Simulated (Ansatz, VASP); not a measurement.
Hg: VASP beside Ansatz

Contents of POSCAR:

```
Hg
1.0
    1.7185730000      2.9766520000      0.0000000000
   -1.7185730000      2.9766520000      0.0000000000
    0.0000000000      0.0000000000      5.4194360000
Hg
2
Direct
    0.3333000000      0.3334000000      0.2500000000
    0.6666000000      0.6667000000      0.7500000000
```

INCAR.step1

```
SYSTEM = Hg
PREC = Accurate
ENCUT = 520
ISMEAR = -1
SIGMA = 0.1
LREAL = .False.
LASPH = .True.
NELM = 80
NBANDS = 19
GGA = PE
ALGO = Normal
EDIFF = 1E-4
LWAVE = .True.
LCHARG = .False.
```

File INCAR.step2:

```
SYSTEM = Hg
PREC = Accurate
ENCUT = 520
EDIFF = 1E-7
ISMEAR = -1
SIGMA = 0.1
LREAL = .False.
LASPH = .True.
NELM = 80
ALGO = Normal
ISIF = 2
LWAVE = .False.
LCHARG = .False.
METAGGA = R2SCAN
LMIXTAU = .True.
NBANDS = 19
ISTART = 1
```

The input KPOINTS:

```
regular mesh
0
Gamma
  11 11 6
  0 0 0
```

Input for Ansatz:

```yaml
crystal:
  lattice:
    - [1.718573, 2.976652, 0.0]
    - [-1.718573, 2.976652, 0.0]
    - [0.0, 0.0, 5.419436]
  atoms:
    - { symbol: Hg, position: [0.3333, 0.3334, 0.25] }
    - { symbol: Hg, position: [0.6666, 0.6667, 0.75] }
  symmetry: { tolerance: 0.0003 }
kpoints:
  mp_grid: { grid: [11, 11, 6], shift: [0, 0, 0] }
  band_path:
    path:
      - [0.0, 0.0, 0.0]
      - [0.49999992, -3.2e-07, 0.0]
      - [0.66666635, 0.33333286, 0.0]
      - [0.0, 0.0, 0.0]
      - [0.0, 0.0, 0.5]
      - [0.49999992, -3.2e-07, 0.5]
      - [0.66666635, 0.33333286, 0.5]
      - [0.0, 0.0, 0.5]
      - [0.49999992, -3.2e-07, 0.5]
      - [0.49999992, -3.2e-07, 0.0]
      - [0.66666635, 0.33333286, 0.5]
    npoints: 6
magnetization:
  spin_polarized: false
scf:
  occupations: { method: fermi_dirac }
  lower_state_search: "off"
  max_iter: 200
hamiltonian:
  pseudopotentials: { kind: paw }
  xc: r2scan
basis:
  ecutwfc: 500
  fft_grid_basis: typed
output:
  forces: true
  stress: true
  eigenvalues: true
  bader: true
  populations: true
  elf: true
  write_potential: true
  volumetric_format: npy
  dos:
    e_range: [-12, 8]
    de: 0.05
    projected: { site_lists: { Hg: [Hg] } }
checkpoint:
  read: saved_state
```

Alike in both runs: task single point; functional r2SCAN; k mesh 11 × 11 × 6; no spin polarisation.

|  | VASP | Ansatz |
| --- | --- | --- |
| version | VASP 6.6.1 | Ansatz 0.2.0 |
| potentials or method | VASP PAW PBE potentials, release 64 (Hg), cutoff 520 eV | PAW plane waves |
| occupations | fermi-dirac, width 0.1 eV | fermi-dirac |
| valence electrons in the cell | 24 | 40 |

Ansatz gave:

- pressure (GPa): 0.1
- traceless stress, the component that is largest in VASP (GPa): 0.11

Q: Which values does VASP return?

A: Pressure (GPa): 0.3; traceless stress, the component that is largest in VASP (GPa): 0.13.

VASP's potentials were made for PBE, not for r2SCAN. VASP's potentials hold 24 valence electrons a cell and Ansatz's 40, so a difference there can come from the potentials and not from the codes. Ansatz's warnings: structure snapped to symmetry.

Spin-orbit coupling is off throughout.
